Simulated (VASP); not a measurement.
# SiO2 (I4/mmm) in VASP: notebook, part 2 of 2

VASP 6.6.1. The steps go on from the part before.

### Step 5. Single point, LDA

This run uses another cell than the first one, of 17.25 Å³/atom, 0.991 times its volume.

INCAR reads:

```
SYSTEM = SiO2
  PREC = Accurate
  ENCUT = 520
  EDIFF = 1E-6
  ISMEAR = -1
  SIGMA = 0.05
  LREAL = .FALSE.
  LASPH = .TRUE.
  NELM = 80
  ALGO = Normal
  ISIF = 2
  LWAVE = .FALSE.
  LCHARG = .FALSE.
  NBANDS = 44
```

KPOINTS reads:

```
Automatic mesh
0
G
  6 6 6
  0 0 0
```

POSCAR reads:

```
SiO2
1.0
   -4.4552623916      4.4552623916      2.6074296126
    4.4552623916     -4.4552623916      2.6074296126
    4.4552623916      4.4552623916     -2.6074296126
Si O
4 8
Direct
    0.8230560212      0.8230560212      0.6461120424
    0.1769439788      0.8230560212      0.0000000000
    0.8230560212      0.1769439788      0.0000000000
    0.1769439788      0.1769439788      0.3538879576
    0.0000000000      0.7910527598      0.7910527598
    0.2089472402      0.0000000000      0.2089472402
    0.7910527598      0.0000000000      0.7910527598
    0.0000000000      0.2089472402      0.2089472402
    0.0000000000      0.0000000000      0.5000000000
    0.5000000000      0.0000000000      0.0000000000
    0.0000000000      0.5000000000      0.0000000000
    0.5000000000      0.5000000000      0.5000000000
```

Potentials or basis: VASP PAW LDA potentials, release 64 (Si, O).

Run with:

```console
> cat potpaw_LDA.64/Si/POTCAR potpaw_LDA.64/O/POTCAR > POTCAR
> mpirun -np 1 vasp_std > vasp.out
```

OUTCAR:

```text
SYSTEM = SiO2
   PREC = Accurate
   ENCUT = 520
   EDIFF = 1E-6
   ISMEAR = -1
   LREAL = .FALSE.
   LASPH = .TRUE.
   NELM = 80
   ISIF = 2

 ion  position               nearest neighbor table
   1  0.823  0.823  0.646-   9 1.60  12 1.60   5 1.60   7 1.60
   2  0.177  0.823  0.000-  10 1.60  11 1.60   5 1.60   6 1.60
   3  0.823  0.177  0.000-  10 1.60  11 1.60   7 1.60   8 1.60
   4  0.177  0.177  0.354-   9 1.60  12 1.60   6 1.60   8 1.60
   5  0.000  0.791  0.791-   2 1.60   1 1.60
   6  0.209  0.000  0.209-   2 1.60   4 1.60
   7  0.791  0.000  0.791-   3 1.60   1 1.60
   8  0.000  0.209  0.209-   3 1.60   4 1.60
   9  0.000  0.000  0.500-   1 1.60   4 1.60
  10  0.500  0.000  0.000-   2 1.60   3 1.60
  11  0.000  0.500  0.000-   2 1.60   3 1.60
  12  0.500  0.500  0.500-   1 1.60   4 1.60

  LATTYP: Found a body centered tetragonal cell.
 ALAT       =     8.9105247832
 C/A-ratio  =     0.5852471490

  Lattice vectors:

 A1 = (  -4.4552623916,   4.4552623916,   2.6074296126)
 A2 = (   4.4552623916,  -4.4552623916,   2.6074296126)
 A3 = (   4.4552623916,   4.4552623916,  -2.6074296126)
[... 1327 lines left out ...]
     43       9.6454      0.00000
     44       9.8108      0.00000

 [... further k-points ...]

------------------------ aborting loop because EDIFF is reached ----------------------------------------

  FORCE on cell =-STRESS in cart. coord.  units (eV):
  Direction    XX          YY          ZZ          XY          YZ          ZX
  --------------------------------------------------------------------------------------
  -------------------------------------------------------------------------------------
  Total        0.5576831      0.5576831      0.5459749      0.0000000      0.0000000     -0.0000000
  in kB        4.3159749      4.3159749      4.2253638      0.0000000      0.0000000     -0.0000000
  external PRESSURE =       4.2857712 kB  Pullay stress =       0.0000000 kB

 VOLUME and BASIS-vectors are now :
 -----------------------------------------------------------------------------
  energy-cutoff  :      520.00
  volume of cell :      207.02
      direct lattice vectors                 reciprocal lattice vectors
    -4.455262392  4.455262392  2.607429613     0.000000000  0.112226836  0.191759731
     4.455262392 -4.455262392  2.607429613     0.112226836  0.000000000  0.191759731
     4.455262392  4.455262392 -2.607429613     0.112226836  0.112226836  0.000000000

 POSITION                                       TOTAL-FORCE (eV/Angst)
 -----------------------------------------------------------------------------------
      2.87860      2.87860      2.60743        -0.019263     -0.019263     -0.000000
      2.87860     -2.87860      2.60743        -0.019263      0.019263     -0.000000
     -2.87860      2.87860      2.60743         0.019263     -0.019263      0.000000
      1.57666      1.57666     -0.00000         0.019263      0.019263      0.000000
      7.04870      0.00000      0.00000        -0.003060      0.000000      0.000000
      0.00000      1.86183      0.00000        -0.000000      0.003060      0.000000
      0.00000      7.04870      0.00000        -0.000000     -0.003060      0.000000
      1.86183      0.00000      0.00000         0.003060     -0.000000      0.000000
      2.22763      2.22763     -1.30371        -0.000000     -0.000000      0.000000
     -2.22763      2.22763      1.30371        -0.000000     -0.000000      0.000000
      2.22763     -2.22763      1.30371        -0.000000      0.000000      0.000000
      2.22763      2.22763      1.30371        -0.000000      0.000000      0.000000
 -----------------------------------------------------------------------------------
    total drift:                               -0.000000      0.000000     -0.000000

  FREE ENERGIE OF THE ION-ELECTRON SYSTEM (eV)
  ---------------------------------------------------
  free  energy   TOTEN  =      -103.6214618049 eV

  energy  without entropy=     -103.6214618048  energy(sigma->0) =     -103.62146180
```

OSZICAR:

```text
N       E                     dE             d eps       ncg     rms          rms(c)
DAV:   1     0.443575085519E+03    0.44358E+03   -0.31880E+04  2640   0.130E+03
DAV:   2    -0.768534591580E+02   -0.52043E+03   -0.50002E+03  3456   0.311E+02
DAV:   3    -0.117449643165E+03   -0.40596E+02   -0.40380E+02  3208   0.930E+01
DAV:   4    -0.118063817699E+03   -0.61417E+00   -0.61305E+00  3312   0.127E+01
DAV:   5    -0.118075924501E+03   -0.12107E-01   -0.12099E-01  3216   0.172E+00    0.310E+01
DAV:   6    -0.104071248531E+03    0.14005E+02   -0.54805E+01  2976   0.333E+01    0.152E+01
DAV:   7    -0.103789049496E+03    0.28220E+00   -0.15419E+00  3184   0.497E+00    0.530E+00
DAV:   8    -0.103641648917E+03    0.14740E+00   -0.88395E-02  3252   0.169E+00    0.200E+00
DAV:   9    -0.103615521155E+03    0.26128E-01   -0.39815E-02  3320   0.110E+00    0.362E-01
DAV:  10    -0.103620876852E+03   -0.53557E-02   -0.54896E-03  2872   0.334E-01    0.138E-01
DAV:  11    -0.103621381266E+03   -0.50441E-03   -0.25236E-03  3132   0.260E-01    0.527E-02
DAV:  12    -0.103621429664E+03   -0.48398E-04   -0.15326E-04  2984   0.647E-02    0.332E-02
DAV:  13    -0.103621455597E+03   -0.25933E-04   -0.20723E-05  3004   0.236E-02    0.121E-02
DAV:  14    -0.103621461691E+03   -0.60937E-05   -0.53598E-06  2960   0.111E-02    0.362E-03
DAV:  15    -0.103621461805E+03   -0.11414E-06   -0.55202E-07  2268   0.483E-03
   1 F= -.10362146E+03 E0= -.10362146E+03  d E =-.221079E-10
```

It took 8.5 min on 1 thread of Oxide Virtual Turin-like, shared host; peak memory 0.37 GiB.

Results:

* Free energy: -103.6215 eV
* Pressure: 0.4 GPa
* Largest force: 0.027 eV/Å
* Band gap on the k mesh: 5.34 eV, indirect (the least direct gap lies 3.1 meV higher)

Forces in eV/Å, atoms in the order of the input:
```
Si  -0.019 -0.019  0.000
Si  -0.019  0.019  0.000
Si   0.019 -0.019  0.000
Si   0.019  0.019  0.000
O   -0.003  0.000  0.000
O    0.000  0.003  0.000
O    0.000 -0.003  0.000
O    0.003  0.000  0.000
O    0.000  0.000  0.000
O    0.000  0.000  0.000
O    0.000  0.000  0.000
O    0.000  0.000  0.000
```

Levels at points of the mesh, in eV from the valence-band top:
```tsv
k point	band 30	band 31	band 32	band 33	band 34	band 35
(0.00, 0.00, 0.00)	-0.70	-0.02	0.00	5.34	8.22	8.44
(0.50, 0.00, 0.00)	-0.79	-0.60	-0.25	7.58	7.60	8.54
(0.50, 0.50, 0.00)	-0.39	-0.39	-0.25	6.46	6.88	8.55
(0.50, 0.50, 0.50)	-0.18	0.00	0.00	7.44	7.60	7.60
```

### Step 6. Single point, PBEsol

This run uses another cell than the first one, of 17.61 Å³/atom, 1.011 times its volume.

INCAR reads:

```
PREC = Accurate
ENCUT = 520
EDIFF = 1E-6
ISMEAR = -1
SIGMA = 0.05
LREAL = False
LASPH = True
NELM = 80
ALGO = Normal
ISIF = 2
LWAVE = False
LCHARG = False
GGA = PS
NBANDS = 44
```

KPOINTS reads:

```
regular mesh
0
Gamma
  6 6 6
```

POSCAR reads:

```
SiO2
1.0
   -4.4857499501      4.4857499501      2.6253995576
    4.4857499501     -4.4857499501      2.6253995576
    4.4857499501      4.4857499501     -2.6253995576
Si O
4 8
Direct
    0.8230866638      0.8230866638      0.6461733276
    0.1769133362      0.8230866638      0.0000000000
    0.8230866638      0.1769133362      0.0000000000
    0.1769133362      0.1769133362      0.3538266724
    0.0000000000      0.7905758373      0.7905758373
    0.2094241627      0.0000000000      0.2094241627
    0.7905758373      0.0000000000      0.7905758373
    0.0000000000      0.2094241627      0.2094241627
    0.0000000000      0.0000000000      0.5000000000
    0.5000000000      0.0000000000      0.0000000000
    0.0000000000      0.5000000000      0.0000000000
    0.5000000000      0.5000000000      0.5000000000
```

Potentials or basis: VASP PAW PBE potentials, release 64 (Si, O).

Run with:

```console
> cat potpaw_PBE.64/Si/POTCAR potpaw_PBE.64/O/POTCAR > POTCAR
> mpirun -np 1 vasp_std > vasp.out
```

Run time: 11 min. Hardware: 1 thread of Oxide Virtual Turin-like, shared host; peak memory 0.46 GiB.

The run converged. Its results:

- Free energy: -98.6050 eV
- Pressure: 0.4 GPa
- Largest force: 0.026 eV/Å
- Band gap on the k mesh: 5.47 eV, indirect (the least direct gap lies 2.6 meV higher)

Forces on the atoms (eV/Å):
```
Si  -0.018 -0.018  0.000
Si  -0.018  0.018  0.000
Si   0.018 -0.018  0.000
Si   0.018  0.018  0.000
O   -0.002  0.000  0.000
O    0.000  0.002  0.000
O    0.000 -0.002  0.000
O    0.002  0.000  0.000
O    0.000  0.000  0.000
O    0.000  0.000  0.000
O    0.000  0.000  0.000
O    0.000  0.000  0.000
```

Levels at points of the mesh, in eV from the valence-band top:
```csv
k point,band 30,band 31,band 32,band 33,band 34,band 35
"(0.00, 0.00, 0.00)",-0.67,-0.01,0.00,5.47,8.38,8.39
"(0.50, 0.00, 0.00)",-0.77,-0.59,-0.26,7.61,7.82,8.72
"(0.50, 0.50, 0.00)",-0.39,-0.38,-0.24,6.60,7.03,8.55
"(0.50, 0.50, 0.50)",-0.19,0.00,0.00,7.55,7.55,7.67
```

Caveat: the PAW data sets were made with another functional, which shifts forces and pressure a little.

### Step 7. Overview

| level | potentials or basis | cell | gap on the mesh (eV) | pressure (GPa) | largest force (eV/Å) |
| --- | --- | --- | --- | --- | --- |
| LDA | VASP PAW LDA potentials, release 64 (Si, O) | a = 6.842 Å, angles 98.4, 98.4, 135.1°, 12 atoms | 5.32 | -0.9 | 0.03 |
| PBE | VASP PAW PBE potentials, release 64 (Si, O) | a = 6.842 Å, angles 98.4, 98.4, 135.1°, 12 atoms | 5.45 | 3.7 | 0.20 |
| PBE+D3(BJ) | VASP PAW PBE potentials, release 64 (Si, O) | a = 6.877 Å, angles 98.4, 98.4, 135.0°, 12 atoms | 5.38 | 0.0 | 0.03 |
| LDA | VASP PAW LDA potentials, release 64 (Si, O) | a = 6.819 Å, angles 98.4, 98.4, 135.0°, 12 atoms | 5.34 | 0.4 | 0.03 |
| PBEsol | VASP PAW PBE potentials, release 64 (Si, O) | a = 6.866 Å, angles 98.4, 98.4, 135.0°, 12 atoms | 5.47 | 0.4 | 0.03 |

Alike in all rows: task single point; no spin polarisation; k mesh 6 × 6 × 6; cutoff (eV) 520; smearing fermi-dirac 0.05 eV.

Caveats: the PAW data sets were made with another functional, which shifts forces and pressure a little (some runs).

Absolute energies hang on the potentials; compare differences alone.
